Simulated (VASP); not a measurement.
Here is a VASP 6.6.1 calculation.

File INCAR:

```
PREC = Accurate
ENCUT = 520
EDIFF = 1E-6
ISMEAR = -1
SIGMA = 0.05
LREAL = False
LASPH = True
NELM = 80
ALGO = Normal
ISIF = 2
LWAVE = False
LCHARG = True
GGA = PE
LELF = True
LVHAR = True
NBANDS = 12
```

Contents of KPOINTS:

```
Automatic mesh
0
Gamma
  9 9 9
```

POSCAR

```
Sb
1.0
    2.1256720836      1.2121766789      3.7270387499
   -2.1755285804      1.2336826823      3.7485447533
   -0.0063035032     -2.5020193611      3.7564164968
Sb
2
Direct
    0.2336400000      0.2336400000      0.2336400000
    0.7663600000      0.7663600000      0.7663600000
```

Potentials or basis: VASP PAW PBE potentials, release 64 (Sb).

The run is started by

```console
$ cat potpaw_PBE.64/Sb/POTCAR > POTCAR
$ mpirun -np 1 vasp_std > vasp.out
```

(1) What does it give for the pressure?

(2) Estimate the largest force.

## Answers

(1) 3.2 GPa.

(2) 0.251 eV/Å.

Caveat: the cell differs from its parent crystal (equal xy, yz and zx shear strains of -1 %); the cell stands under pressure.
